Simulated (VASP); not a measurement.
# BiN (F-43m) in VASP: further runs, part 2 of 2

VASP 6.6.1. The steps go on from the part before.

## 5. Single point, r2SCAN

This run uses another cell than the first one, of 21.39 Å³/atom, 0.962 times its volume.

POSCAR

```
BiN
1.0
    0.0000000000      2.7761039627      2.7761039627
    2.7761039627      0.0000000000      2.7761039627
    2.7761039627      2.7761039627      0.0000000000
Bi N
1 1
Direct
    0.0000000000      0.0000000000      0.0000000000
    0.2500000000      0.2500000000      0.2500000000
```

INCAR.step1

```
PREC = Accurate
ENCUT = 520
ISMEAR = 0
SIGMA = 0.05
LREAL = False
LASPH = True
NELM = 80
NBANDS = 17
GGA = PE
ALGO = Normal
EDIFF = 1E-4
LWAVE = True
LCHARG = False
```

INCAR.step2

```
PREC = Accurate
ENCUT = 520
EDIFF = 1E-6
ISMEAR = 0
SIGMA = 0.05
LREAL = False
LASPH = True
NELM = 80
ALGO = Normal
ISIF = 2
LWAVE = False
LCHARG = False
METAGGA = R2SCAN
LMIXTAU = True
NBANDS = 17
ISTART = 1
```

KPOINTS

```
regular mesh
0
Gamma
  10 10 10
```

Potentials or basis: VASP PAW PBE potentials, release 64 (Bi_d, N).

Started as:

```console
$ cat potpaw_PBE.64/Bi_d/POTCAR potpaw_PBE.64/N/POTCAR > POTCAR
$ cp INCAR.step1 INCAR
$ mpirun -np 1 vasp_std > vasp.out
$ cp INCAR.step2 INCAR
$ mpirun -np 1 vasp_std > vasp.out
```

OUTCAR:

```text
PREC = Accurate
   ENCUT = 520
   EDIFF = 1E-6
   ISMEAR = 0
   LREAL = False
   LASPH = True
   NELM = 80
   ISIF = 2
   METAGGA = R2SCAN
   ISTART = 1

 ion  position               nearest neighbor table
   1  0.000  0.000  0.000-   2 2.40   2 2.40   2 2.40   2 2.40
   2  0.250  0.250  0.250-   1 2.40   1 2.40   1 2.40   1 2.40

  LATTYP: Found a face centered cubic cell.
 ALAT       =     5.5522079254

  Lattice vectors:

 A1 = (   0.0000000000,   2.7761039627,   2.7761039627)
[... 667 lines left out ...]
------------------------ aborting loop because EDIFF is reached ----------------------------------------

  FORCE on cell =-STRESS in cart. coord.  units (eV):
  Direction    XX          YY          ZZ          XY          YZ          ZX
  --------------------------------------------------------------------------------------
  -------------------------------------------------------------------------------------
  Total       -0.4861796     -0.4861796     -0.4861796     -0.0000000      0.0000000     -0.0000000
  in kB      -18.2041389    -18.2041389    -18.2041389     -0.0000000      0.0000000     -0.0000000
  external PRESSURE =     -18.2041389 kB  Pullay stress =       0.0000000 kB

 VOLUME and BASIS-vectors are now :
 -----------------------------------------------------------------------------
  energy-cutoff  :      520.00
  volume of cell :       42.79
      direct lattice vectors                 reciprocal lattice vectors
     0.000000000  2.776103963  2.776103963    -0.180108529  0.180108529  0.180108529
     2.776103963  0.000000000  2.776103963     0.180108529 -0.180108529  0.180108529
     2.776103963  2.776103963  0.000000000     0.180108529  0.180108529 -0.180108529

 POSITION                                       TOTAL-FORCE (eV/Angst)
 -----------------------------------------------------------------------------------
      0.00000      0.00000      0.00000         0.000000     -0.000000      0.000000
      1.38805      1.38805      1.38805        -0.000000      0.000000     -0.000000
 -----------------------------------------------------------------------------------
    total drift:                               -0.000000     -0.000000     -0.000000

  FREE ENERGIE OF THE ION-ELECTRON SYSTEM (eV)
  ---------------------------------------------------
  free  energy   TOTEN  =       -65.8580624882 eV

  energy  without entropy=      -65.8571311992  energy(sigma->0) =      -65.85759684
```

OSZICAR.step1:

```text
N       E                     dE             d eps       ncg     rms          rms(c)
DAV:   1     0.167217257272E+03    0.16722E+03   -0.10633E+04  1598   0.136E+03
DAV:   2     0.942826116843E+00   -0.16627E+03   -0.16058E+03  1746   0.359E+02
DAV:   3    -0.127866945869E+02   -0.13730E+02   -0.13488E+02  1901   0.105E+02
DAV:   4    -0.131187050660E+02   -0.33201E+00   -0.33182E+00  2045   0.179E+01
DAV:   5    -0.131282856151E+02   -0.95805E-02   -0.95801E-02  2218   0.272E+00    0.916E+00
DAV:   6    -0.111666491569E+02    0.19616E+01   -0.25143E+01  2407   0.259E+01    0.610E+00
DAV:   7    -0.105555618466E+02    0.61109E+00   -0.38965E+00  2017   0.899E+00    0.172E+00
DAV:   8    -0.105481269874E+02    0.74349E-02   -0.28427E-01  1630   0.351E+00    0.352E-01
DAV:   9    -0.105480563730E+02    0.70614E-04   -0.96172E-03  2106   0.556E-01    0.203E-01
DAV:  10    -0.105484621797E+02   -0.40581E-03   -0.80349E-04  1616   0.224E-01    0.136E-01
DAV:  11    -0.105484152062E+02    0.46973E-04   -0.52297E-05  1225   0.456E-02
   1 F= -.10548415E+02 E0= -.10548023E+02  d E =-.785225E-03
```

It took 2.1 min on 1 thread of Intel Xeon Platinum 8488C (Sapphire Rapids), shared host; peak memory 0.19 GiB.

Results:

```yaml
Free_energy: -65.8581 eV
Pressure: -1.8 GPa
Band_gap_on_the_k_mesh: zero (band 10 reaches 6.45 eV, above the bottom of band 11 at 5.84 eV)
```

Caveat: the PAW data sets were made with another functional, which shifts forces and pressure a little; spin-orbit coupling is left out, which moves the levels of the heavy elements.

## 6. Single point, PBE, non-collinear spin, zero start, spin-orbit coupling

This run uses another cell than the first one, of 21.39 Å³/atom, 0.962 times its volume.

INCAR

```
  ALGO = Normal
  EDIFF = 1E-6
  ENCUT = 520
  GGA = PE
  GGA_COMPAT = F
  ISIF = 2
  ISMEAR = 0
  LASPH = T
  LCHARG = F
  LORBIT = 11
  LORBMOM = T
  LREAL = F
  LSORBIT = T
  LWAVE = F
  MAGMOM = 0 0 0 0 0 0
  NBANDS = 32
  NELM = 150
  PREC = Accurate
  SIGMA = 0.05
```

KPOINTS

```
k-points
0
Gamma
  10 10 10
```

POSCAR is that of step 5.

Potentials or basis: VASP PAW PBE potentials, release 64 (Bi_d, N).

Started as:

```console
$ cat potpaw_PBE.64/Bi_d/POTCAR potpaw_PBE.64/N/POTCAR > POTCAR
$ mpirun -np 1 vasp_ncl > vasp.out
```

It took 4.6 min on 1 thread of Intel Xeon Platinum 8488C (Sapphire Rapids), shared host; peak memory 0.37 GiB.

The run converged. Its results:

| Quantity | Value |
| --- | --- |
| Free energy | -11.1513 eV |
| Pressure | 0.7 GPa |
| Net moment | 0.00 μB per cell |
| Valence electrons inside the program's atomic spheres | Bi 12.66; N 3.54 |

Moments on the atoms (μB; x, y, z):
```
Bi  0.00 0.00 0.00
N   0.00 0.00 0.00
```

## 7. Summary

| level | spin | cell | gap on the mesh (eV) | pressure (GPa) |
| --- | --- | --- | --- | --- |
| PBE | off | a = 3.978 Å, angles 60.0°, 2 atoms | none | -3.0 |
| PBE | off | a = 4.016 Å, angles 60.0°, 2 atoms | none | -5.0 |
| PBE | off | a = 4.053 Å, angles 60.0°, 2 atoms | none | -6.5 |
| r2SCAN | off | a = 3.926 Å, angles 60.0°, 2 atoms | none | -1.8 |
| PBE | non-collinear, zero start, SOC | a = 3.926 Å, angles 60.0°, 2 atoms | - | 0.7 |

Alike in all rows: task single point; potentials or basis VASP PAW PBE potentials, release 64 (Bi_d, N); k mesh 10 × 10 × 10; cutoff (eV) 520; smearing gaussian 0.05 eV.

Caveats: spin-orbit coupling is left out, which moves the levels of the heavy elements (some runs); the PAW data sets were made with another functional, which shifts forces and pressure a little (some runs).

Absolute energies hang on the potentials; compare differences alone.
